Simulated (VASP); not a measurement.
Input of a VASP 6.6.1 run:

The input INCAR:

```
SYSTEM = Cu5Sn
  PREC = Accurate
  ENCUT = 520
  EDIFF = 1E-6
  ISMEAR = 0
  SIGMA = 0.1
  LREAL = .False.
  LASPH = .True.
  NELM = 80
  ALGO = Fast
  ISIF = 2
  LWAVE = .False.
  LCHARG = .True.
  GGA = PE
  LELF = .True.
  LVHAR = .True.
  NBANDS = 44
```

File KPOINTS:

```
Automatic mesh
0
Gamma
  18 18 4
  0 0 0
```

POSCAR

```
Cu5Sn
1.0
    2.8601435289      0.0000000000      0.0000000000
   -1.4300717645      2.4769569545      0.0000000000
    0.0000000000      0.0000000000     12.4368229565
Cu Sn
5 1
Direct
    0.3333333333      0.6666666667      0.8093880470
    0.3333333333      0.6666666667      0.1906119530
    0.3333333333      0.6666666667      0.5000000000
    0.6666666667      0.3333333333      0.3449359868
    0.6666666667      0.3333333333      0.6550640132
    0.6666666667      0.3333333333      0.0000000000
```

Potentials or basis: VASP PAW PBE potentials, release 64 (Cu, Sn_d).

Run with:

```bash
$ cat potpaw_PBE.64/Cu/POTCAR potpaw_PBE.64/Sn_d/POTCAR > POTCAR
$ mpirun -np 1 vasp_std > vasp.out
```

Q: Estimate the pressure.

A: 0.2 GPa.

Q: What does it give for the largest force?

A: 0.007 eV/Å.

Forces on the atoms (eV/Å):
```
Cu   0.000  0.000  0.007
Cu   0.000  0.000 -0.007
Cu   0.000  0.000  0.000
Cu   0.000  0.000 -0.002
Cu   0.000  0.000  0.002
Sn   0.000  0.000  0.000
```
